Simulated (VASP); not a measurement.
Set up this calculation in VASP 6.6.1, as the native input.

```yaml
Task: single point
Functional: PBEsol
Potentials_or_basis: VASP PAW PBE potentials, release 64 (C)
Cutoff: 520 eV
k_mesh: 11 × 11 × 11
Occupations: methfessel-paxton, width 0.1 eV
Spin: no spin polarisation
Dipole_correction: no
Further_INCAR_settings: ALGO = Normal; EDIFF = 1e-06; NBANDS = 11
```

The structure of C lies in POSCAR:

```
C
1.0
    1.2280300000      0.7090000000      3.3470100000
   -1.2280300000      0.7090000000      3.3470100000
    0.0000000000     -1.4180100000      3.3470100000
C
2
Direct
    0.8360000000      0.8360000000      0.8360000000
    0.1640000000      0.1640000000      0.1640000000
```

The input as run:

INCAR

```
  ALGO = Normal
  EDIFF = 1E-6
  ENCUT = 520
  GGA = PS
  ISIF = 2
  ISMEAR = 1
  LASPH = True
  LCHARG = False
  LREAL = False
  LWAVE = False
  NBANDS = 11
  NELM = 100
  PREC = Accurate
  SIGMA = 0.1
```

KPOINTS

```
k-points
0
Gamma
  11 11 11
```

Potentials or basis: VASP PAW PBE potentials, release 64 (C).

Run with:

```sh
$ cat potpaw_PBE.64/C/POTCAR > POTCAR
$ mpirun -np 1 vasp_std > vasp.out
```

It gave:

- Pressure: 1.8 GPa
- Largest force: 0.872 eV/Å
- Band gap on the k mesh: 0.95 eV, direct

Caveat: the PAW data sets were made with another functional, which shifts forces and pressure a little.

Run time: 29 s on 1 thread of Intel(R) Xeon(R) Platinum 8375C CPU @ 2.90GHz (Ice Lake), on a shared host, peak memory 0.15 GiB.
